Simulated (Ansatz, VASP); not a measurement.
## ZnO in VASP and in Ansatz

```
CELL_PARAMETERS angstrom
3.17545 0.00000 0.00000
-1.58772 2.75002 0.00000
0.00000 0.00000 5.39921
ATOMIC_POSITIONS crystal
Zn 0.33333 0.66667 0.00158
Zn 0.66667 0.33333 0.50158
O 0.33333 0.66667 0.38052
O 0.66667 0.33333 0.88052
```

Alike in both runs: task single point; functional PBEsol; k mesh 9 × 9 × 6; occupations gaussian, width 0.05 eV; no spin polarisation.

|  | VASP | Ansatz |
| --- | --- | --- |
| version | VASP 6.6.1 | Ansatz 0.2.0 |
| potentials or method | VASP PAW PBE potentials, release 64 (Zn, O), cutoff 520 eV | scalar-relativistic, plane waves, PAW |
| valence electrons in the cell | 36 | 36 |

```csv
,VASP,Ansatz,Ansatz less VASP
gap on the k mesh at the Fermi level (eV),0.60,0.61,+0.014
least direct gap on the mesh (eV),0.60,0.61,+0.014
pressure (GPa),1.5,0.6,-0.91
"traceless stress, the component that is largest in VASP (GPa)",-7.69,-7.44,+0.243
rms of the force components (eV/Å),0.231,0.217,-0.0136
```

VASP's potentials were made for PBE, not for PBEsol, and Ansatz warns of the same on its side. Atom by atom the forces differ by 0.014 eV/Å (rms over components).
